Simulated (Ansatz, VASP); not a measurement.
# One calculation of Mo, two programs

The input INCAR:

```
PREC = Accurate
ENCUT = 520
EDIFF = 1E-6
ISMEAR = 0
SIGMA = 0.15
LREAL = F
LASPH = T
NELM = 80
ALGO = Fast
ISIF = 2
LWAVE = F
LCHARG = T
GGA = PS
LELF = T
LVHAR = T
NBANDS = 13
```

File KPOINTS:

```
Automatic mesh
0
Gamma
  24 24 24
```

Contents of POSCAR:

```
Mo
1.0
   -1.6152766284      1.6152766284      1.4860544981
    1.6152766284     -1.6152766284      1.4860544981
    1.6152766284      1.6152766284     -1.4860544981
Mo
1
Direct
    0.0000000000      0.0000000000      0.0000000000
```

Input for Ansatz:

```yaml
crystal:
  lattice:
    - [-1.6152766284, 1.6152766284, 1.4860544981]
    - [1.6152766284, -1.6152766284, 1.4860544981]
    - [1.6152766284, 1.6152766284, -1.4860544981]
  atoms:
    - { symbol: Mo, position: [0.0, 0.0, 0.0] }
basis:
  ecutwfc: 420
kpoints:
  mp_grid: { grid: [24, 24, 24] }
hamiltonian:
  xc: pbesol
scf:
  occupations: { method: gaussian, width: 0.15 }
output:
  forces: true
  stress: true
  eigenvalues: true
```

Alike in both runs: task single point; functional PBEsol; k mesh 24 × 24 × 24; occupations gaussian, width 0.15 eV; no spin polarisation.

```csv
,VASP,Ansatz
version,VASP 6.6.1,Ansatz 0.2.0
potentials or method,"VASP PAW PBE potentials, release 64 (Mo_sv), cutoff 520 eV","scalar-relativistic, plane waves, PAW"
valence electrons in the cell,14,14
```

VASP gave:

* gap on the k mesh at the Fermi level (eV): none
* pressure (GPa): -1.7
* traceless stress, the component that is largest in VASP (GPa): 17.25

Task: Which values does Ansatz return?

Result: gap on the k mesh at the Fermi level (eV): none; pressure (GPa): -2.2; traceless stress, the component that is largest in VASP (GPa): 17.26.

VASP's potentials were made for PBE, not for PBEsol. A gap of «none» marks a metal or a gap that the smearing closes. The functional is the same, so the differences come from potentials, cutoffs and numerics.
